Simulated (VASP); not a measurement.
# C (Fmmm) in VASP: notebook

Runs on C. Level: LDA. Tasks: single point.

Program: VASP 6.6.1. These are calculated values, not measurements. Logs are shortened: lines on timing, memory, paths and dates and some standing lists are left out, and cuts for length are marked.

## Step 1: The cell of the first run

It takes space group Fmmm (No. 69, orthorhombic). The conventional cell has a = 2.419 Å, b = 4.190 Å, c = 6.596 Å, α = 90.00°, β = 90.00°, γ = 90.00°. Within 1.9 Å of C (site symmetry m2m) lie 3 C at 1.40 Å.

## Step 2: Single point, LDA (strain -0.015 along x and y, -0.015 along z)

INCAR reads:

```
PREC = Accurate
ENCUT = 520
EDIFF = 1E-6
ISMEAR = 0
SIGMA = 0.05
LREAL = F
LASPH = T
NELM = 100
ALGO = Normal
ISIF = 2
LWAVE = F
LCHARG = F
NBANDS = 11
```

KPOINTS reads:

```
Automatic mesh
0
Gamma
  14 14 14
```

POSCAR reads:

```
C
1.0
    0.0000000000      2.0950950000      3.2977800000
    1.2095800000      0.0000000000      3.2977800000
    1.2095800000      2.0950950000      0.0000000000
C
2
Direct
    0.1666700000      0.8333300000      0.1666700000
    0.8333300000      0.1666700000      0.8333300000
```

Potentials or basis: VASP PAW LDA potentials, release 64 (C).

Started as:

```
> cat potpaw_LDA.64/C/POTCAR > POTCAR
> mpirun -np 1 vasp_std > vasp.out
```

OUTCAR:

```text
PREC = Accurate
   ENCUT = 520
   EDIFF = 1E-6
   ISMEAR = 0
   LREAL = F
   LASPH = T
   NELM = 100
   ISIF = 2

 ion  position               nearest neighbor table
   1  0.167  0.833  0.167-   2 1.40   2 1.40   2 1.40
   2  0.833  0.167  0.833-   1 1.40   1 1.40   1 1.40

  LATTYP: Found a face centered orthorhombic cell.
 ALAT       =     2.4191600000
 B/A-ratio  =     1.7320846906
 C/A-ratio  =     2.7263843648

  Lattice vectors:

 A1 = (   0.0000000000,   2.0950950000,   3.2977800000)
 A2 = (   1.2095800000,   0.0000000000,   3.2977800000)
 A3 = (   1.2095800000,   2.0950950000,   0.0000000000)

Analysis of symmetry for initial positions (statically):
=====================================================================
 Subroutine PRICEL returns:
 Original cell was already a primitive cell.

 Routine SETGRP: Setting up the symmetry group for a
 face centered orthorhombic supercell.

 Subroutine GETGRP returns: Found  8 space group operations
 (whereof  8 operations were pure point group operations)
 out of a pool of  8 trial point group operations.

The static configuration has the point symmetry D_2h.

Analysis of symmetry for dynamics (positions and initial velocities):
=====================================================================
 Subroutine PRICEL returns:
 Original cell was already a primitive cell.

 Routine SETGRP: Setting up the symmetry group for a
 face centered orthorhombic supercell.

 Subroutine GETGRP returns: Found  8 space group operations
 (whereof  8 operations were pure point group operations)
 out of a pool of  8 trial point group operations.

The dynamic configuration has the point symmetry D_2h.

 Subroutine INISYM returns: Found  8 space group operations
 (whereof  8 operations are pure point group operations),
 and found     1 'primitive' translations

----------------------------------------------------------------------------------------

                                     Primitive cell

  volume of cell :      16.7144

  direct lattice vectors                    reciprocal lattice vectors
     0.000000000  2.095095000  3.297780000    -0.413366623  0.238652663  0.151617149
     1.209580000  0.000000000  3.297780000     0.413366623 -0.238652663  0.151617149
     1.209580000  2.095095000  0.000000000     0.413366623  0.238652663 -0.151617149

[... 82 lines left out ...]
   NELM   =    100;   NELMIN=  2; NELMDL= -5     # of ELM steps
   EDIFF  = 0.1E-05   stopping-criterion for ELM
   LREAL  =      F    real-space projection
   EDIFFG = 0.1E-04   stopping-criterion for IOM
   NSW    =      0    number of steps for IOM
   IBRION =     -1    ionic relax: 0-MD 1-quasi-New 2-CG
   NFREE  =      0    steps in history (QN), initial steepest desc. (CG)
   ISIF   =      2    stress and relaxation
   ISYM   =      2    0-nonsym 1-usesym 2-fastsym
   POTIM  = 0.5000    time-step for ionic-motion
   TEBEG  =    0.0;   TEEND  =   0.0 temperature during run
   PSTRESS=    0.0 pullay stress
   NELECT =       8.0000    total number of electrons
   NUPDOWN=      -1.0000    fix difference up-down
   EMIN   =  10.00;   EMAX   =-10.00  energy-range for DOS
   EFERMI =   0.00;   METHOD = LEGACY
   ISMEAR =     0;   SIGMA  =   0.05  broadening in eV -4-tet -1-fermi 0-gaus
   EFERMI_NEDOS =   21; number of points for ismear=-14 and -15
   IALGO  =     38    algorithm
   IMIX   =      4    mixing-type and parameters
     AMIX     =   0.40;   BMIX     =  1.00
     AMIX_MAG =   1.60;   BMIX_MAG =  1.00
  volume/ion in A,a.u.               =       8.36        56.40
  Fermi-wavevector in a.u.,A,eV,Ry     =   1.280584  2.419953 22.312141  1.639896
  Thomas-Fermi vector in A             =   2.413004
   LORBIT       =      0    0 simple, 1 ext, 2 COOP (PROOUT), +10 PAW based schemes
   GGA     = CA    functional components
   LHFCALC =     F    Hartree Fock is set to
   AEXX    =    0.0000 exact exchange contribution
   IVDW    =     0    specifies the selected vdW correction
   LEPSILON=     F    determine dielectric tensor
   LRPA    =     F    only Hartree local field effects (RPA)
 non-spin polarized calculation
 Gauss-broadening in eV      SIGMA  =   0.05
  energy-cutoff  :      520.00
  volume of cell :       16.71
 maximum number of plane-waves:       468
 NGX is ok and might be reduce to    30
   NGX = 15   NGY = 13   NGZ =  9

 number of electron       7.9999999 magnetization

 Free energy of the ion-electron system (eV)
  ---------------------------------------------------
  ext. energy  EPLUGINS =         0.00000000
  ---------------------------------------------------
  free energy    TOTEN  =       -20.20085600 eV

  energy without entropy =      -20.20085600  energy(sigma->0) =      -20.20085600

 E-fermi :   5.3751     XC(G=0): -10.9798

 val. band max:        5.2266478440   @ k =   0.5000  -0.1429   0.3571
 cond. band min:       5.5367400652   @ k =  -0.1429   0.2143   0.2857
 fundamental gap:      0.3100922212
 Fermi energy:         5.3750800757

 k-point     1 :       0.0000    0.0000    0.0000
  band No.  band energies     occupation
      1     -14.8412      2.00000
      2      -1.7765      2.00000
      3       2.0835      2.00000
      4       2.1122      2.00000
      5       8.8725      0.00000
      6      13.7237      0.00000
      7      13.8027      0.00000
      8      17.0431      0.00000
      9      19.2979      0.00000
     10      28.1244      0.00000
     11      31.0733      0.00000
[... 309 lines left out ...]
 k-point    24 :       0.2857    0.1429    0.0000
  band No.  band energies     occupation
      1     -14.2128      2.00000
      2      -2.1508      2.00000
      3       0.3420      2.00000
      4       1.1587      2.00000
      5      11.5661      0.00000
      6      13.9022      0.00000
      7      15.3928      0.00000
      8      15.7777      0.00000
      9      20.0046      0.00000
     10      27.3515      0.00000
     11      29.4302      0.00000

 [... further k-points ...]
[... 5 lines left out ...]
  --------------------------------------------------------------------------------------
  -------------------------------------------------------------------------------------
  Total        1.6457693      1.6479321      0.0572575      0.0000000      0.0000000      0.0000000
  in kB      157.7573306    157.9646515      5.4884917      0.0000000      0.0000000      0.0000000
  external PRESSURE =     107.0701579 kB  Pullay stress =       0.0000000 kB

 VOLUME and BASIS-vectors are now :
 -----------------------------------------------------------------------------
  energy-cutoff  :      520.00
  volume of cell :       16.71
      direct lattice vectors                 reciprocal lattice vectors
     0.000000000  2.095095000  3.297780000    -0.413366623  0.238652663  0.151617149
     1.209580000  0.000000000  3.297780000     0.413366623 -0.238652663  0.151617149
     1.209580000  2.095095000  0.000000000     0.413366623  0.238652663 -0.151617149

 POSITION                                       TOTAL-FORCE (eV/Angst)
 -----------------------------------------------------------------------------------
      1.20958      0.69838      3.29778         0.000000      0.037312      0.000000
      1.20958      3.49181      3.29778         0.000000     -0.037312      0.000000
 -----------------------------------------------------------------------------------
    total drift:                               -0.000000     -0.000000     -0.000000

  FREE ENERGIE OF THE ION-ELECTRON SYSTEM (eV)
  ---------------------------------------------------
  free  energy   TOTEN  =       -20.2008560015 eV

  energy  without entropy=      -20.2008559951  energy(sigma->0) =      -20.20085600
```

OSZICAR:

```text
N       E                     dE             d eps       ncg     rms          rms(c)
DAV:   1    -0.201517076954E+01   -0.20152E+01   -0.41712E+03  9603   0.653E+02
DAV:   2    -0.213758292751E+02   -0.19361E+02   -0.18721E+02 12324   0.121E+02
DAV:   3    -0.217856607235E+02   -0.40983E+00   -0.40911E+00 11962   0.140E+01
DAV:   4    -0.217872362850E+02   -0.15756E-02   -0.15755E-02 10849   0.106E+00
DAV:   5    -0.217872434463E+02   -0.71613E-05   -0.71610E-05 11990   0.624E-02    0.695E+00
DAV:   6    -0.205725067546E+02    0.12147E+01   -0.10979E+00 10763   0.602E+00    0.393E+00
DAV:   7    -0.202012089730E+02    0.37130E+00   -0.11456E+00 11096   0.619E+00    0.111E+00
DAV:   8    -0.202016258743E+02   -0.41690E-03   -0.27589E-02 10570   0.109E+00    0.194E-01
DAV:   9    -0.202008671793E+02    0.75870E-03   -0.16055E-03 11158   0.234E-01    0.722E-02
DAV:  10    -0.202008570171E+02    0.10162E-04   -0.12936E-04 11449   0.781E-02    0.317E-02
DAV:  11    -0.202008560027E+02    0.10143E-05   -0.33306E-06 11010   0.129E-02    0.524E-03
DAV:  12    -0.202008560015E+02    0.12153E-08   -0.31241E-08  6317   0.150E-03
   1 F= -.20200856E+02 E0= -.20200856E+02  d E =-.640757E-08
```

Wall time 35 s (1 thread of Intel Xeon 6975P-C (Granite Rapids), shared host); peak memory 0.17 GiB.

What came out:

| Quantity | Value |
| --- | --- |
| Free energy | -20.2009 eV |
| Pressure | 10.7 GPa |
| Largest force | 0.037 eV/Å |
| Band gap on the k mesh | 0.31 eV, indirect (least direct gap 0.40 eV) |

Forces in eV/Å, atoms in the order of the input:
```
C    0.000  0.037  0.000
C    0.000 -0.037  0.000
```

Levels at points of the mesh, in eV from the valence-band top:
```csv
k point,band 2,band 3,band 4,band 5,band 6,band 7
"(0.00, 0.00, 0.00)",-7.00,-3.14,-3.11,3.65,8.50,8.58
"(0.50, 0.00, 0.00)",-13.65,-6.69,-2.64,1.43,7.88,12.35
"(0.50, 0.50, 0.00)",-9.20,-3.15,-3.13,8.46,8.54,10.20
"(0.50, 0.00, 0.50)",-13.75,-6.66,-1.78,2.42,8.13,10.90
"(0.00, 0.50, 0.50)",-13.55,-6.72,-3.39,0.63,7.66,13.69
```

Caveat: the cell differs from its parent crystal (strain -0.015 along x and y, -0.015 along z).

## Step 3: Single point, LDA (strain -0.030 along x and y, +0.030 along z)

INCAR reads:

```
SYSTEM = C
PREC = Accurate
ENCUT = 520
EDIFF = 1E-6
ISMEAR = 0
SIGMA = 0.05
LREAL = .FALSE.
LASPH = .TRUE.
NELM = 60
ALGO = Normal
ISIF = 2
LWAVE = .FALSE.
LCHARG = .FALSE.
GGA = CA
NBANDS = 11
```

KPOINTS reads:

```
Automatic mesh
0
G
  14 14 14
  0 0 0
```

POSCAR reads:

```
C
1.0
    0.0000000000      2.0631900000      3.4484400000
    1.1911600000      0.0000000000      3.4484400000
    1.1911600000      2.0631900000      0.0000000000
C
2
Direct
    0.1666700000      0.8333300000      0.1666700000
    0.8333300000      0.1666700000      0.8333300000
```

Potentials or basis: VASP PAW LDA potentials, release 64 (C).

Started as:

```
> cat potpaw_LDA.64/C/POTCAR > POTCAR
> mpirun -np 1 vasp_std > vasp.out
```

Run time: 32 s. Hardware: 1 thread of Intel Xeon 6975P-C (Granite Rapids), shared host; peak memory 0.16 GiB.

It converged, with:

- Free energy: -20.1136 eV
- Pressure: 24.9 GPa
- Largest force: 0.024 eV/Å
- Band gap on the k mesh: 0.57 eV, indirect (least direct gap 0.69 eV)

Forces on the atoms (eV/Å):
```
C    0.000  0.024  0.000
C    0.000 -0.024  0.000
```

Stress tensor (GPa, compression positive):
```
37.79  0.00  0.00
 0.00 37.84  0.00
 0.00  0.00 -0.85
```

Levels at points of the mesh, in eV from the valence-band top:
```tsv
k point	band 1	band 2	band 3	band 4	band 5	band 6	band 7	band 8	band 9
(0.00, 0.00, 0.00)	-20.17	-7.37	-2.90	-2.88	3.30	9.04	9.09	12.66	15.38
(0.50, 0.00, 0.00)	-14.28	-13.74	-6.60	-2.50	1.69	8.59	12.43	13.17	19.34
(0.50, 0.50, 0.00)	-19.92	-9.10	-2.90	-2.89	9.02	9.07	9.16	12.77	15.25
(0.50, 0.00, 0.50)	-14.37	-13.81	-6.58	-1.86	2.50	8.76	10.98	11.08	18.26
(0.00, 0.50, 0.50)	-14.19	-13.67	-6.62	-3.07	1.02	8.43	13.80	16.67	20.39
```

Caveat: the cell differs from its parent crystal (strain -0.030 along x and y, +0.030 along z).

## Step 4: Single point, LDA (strain +0.000 along x and y, -0.030 along z)

INCAR reads:

```
SYSTEM = C
PREC     = Accurate       ! precision mode
ENCUT    = 520            ! plane-wave cutoff, eV
EDIFF    = 1E-6           ! SCF threshold, eV
ISMEAR   = 0              ! smearing method
SIGMA    = 0.05           ! smearing width, eV
LREAL    = .FALSE.        ! projectors in reciprocal space
LASPH    = .TRUE.         ! aspherical terms in the spheres
NELM     = 60             ! most SCF steps
ALGO     = Normal         ! electronic algorithm
ISIF     = 2              ! what is computed and relaxed
LWAVE    = .FALSE.        ! write WAVECAR
LCHARG   = .FALSE.        ! write CHGCAR
NBANDS   = 11             ! bands
```

KPOINTS is that of step 3.

POSCAR reads:

```
C
1.0
    0.0000000000      2.1270000000      3.2475600000
    1.2280000000      0.0000000000      3.2475600000
    1.2280000000      2.1270000000      0.0000000000
C
2
Direct
    0.1666700000      0.8333300000      0.1666700000
    0.8333300000      0.1666700000      0.8333300000
```

Started as:

```
> cat potpaw_LDA.64/C/POTCAR > POTCAR
> mpirun -np 1 vasp_std > vasp.out
```

Wall time 36 s (1 thread of Intel Xeon 6975P-C (Granite Rapids), shared host); peak memory 0.16 GiB.

The run converged. Its results:

- Free energy: -20.2165 eV
- Pressure: -2.8 GPa
- Largest force: 0.043 eV/Å
- Band gap on the k mesh: 0.17 eV, indirect (least direct gap 0.23 eV)

Forces in eV/Å, atoms in the order of the input:
```
C    0.000  0.043  0.000
C    0.000 -0.043  0.000
```

Stress tensor (GPa, compression positive):
```
-4.84  0.00  0.00
 0.00 -4.87  0.00
 0.00  0.00  1.33
```

Levels at points of the mesh, in eV from the valence-band top:
| k point | band 1 | band 2 | band 3 | band 4 | band 5 | band 6 | band 7 | band 8 | band 9 |
| --- | --- | --- | --- | --- | --- | --- | --- | --- | --- |
| (0.00, 0.00, 0.00) | -19.84 | -6.69 | -3.28 | -3.24 | 3.87 | 8.07 | 8.17 | 11.13 | 12.91 |
| (0.50, 0.00, 0.00) | -14.32 | -13.47 | -6.68 | -2.67 | 1.30 | 7.30 | 12.17 | 13.42 | 19.11 |
| (0.50, 0.50, 0.00) | -19.43 | -9.09 | -3.29 | -3.26 | 8.03 | 8.12 | 10.65 | 11.31 | 12.72 |
| (0.50, 0.00, 0.50) | -14.46 | -13.59 | -6.64 | -1.71 | 2.34 | 7.59 | 10.81 | 10.91 | 17.77 |
| (0.00, 0.50, 0.50) | -14.16 | -13.35 | -6.71 | -3.49 | 0.46 | 7.05 | 13.46 | 17.55 | 19.68 |

Caveat: the cell differs from its parent crystal (strain +0.000 along x and y, -0.030 along z). A k mesh can miss the band edges.

## Step 5: Summary

| cell | gap on the mesh (eV) | pressure (GPa) | largest force (eV/Å) |
| --- | --- | --- | --- |
| a = 3.907, b = 3.513, c = 2.419 Å, angles 80.1, 62.3, 37.6°, 2 atoms | 0.31 | 10.7 | 0.04 |
| a = 4.019, b = 3.648, c = 2.382 Å, angles 80.6, 63.6, 35.8°, 2 atoms | 0.57 | 24.9 | 0.02 |
| a = 3.882, b = 3.472, c = 2.456 Å, angles 79.8, 61.7, 38.5°, 2 atoms | 0.17 | -2.8 | 0.04 |

Alike in all rows: task single point; level LDA; potentials or basis VASP PAW LDA potentials, release 64 (C); no spin polarisation; k mesh 14 × 14 × 14; cutoff (eV) 520; smearing gaussian 0.05 eV.

Total energies depend on the potentials used, so only differences within one code and one set of settings carry meaning.
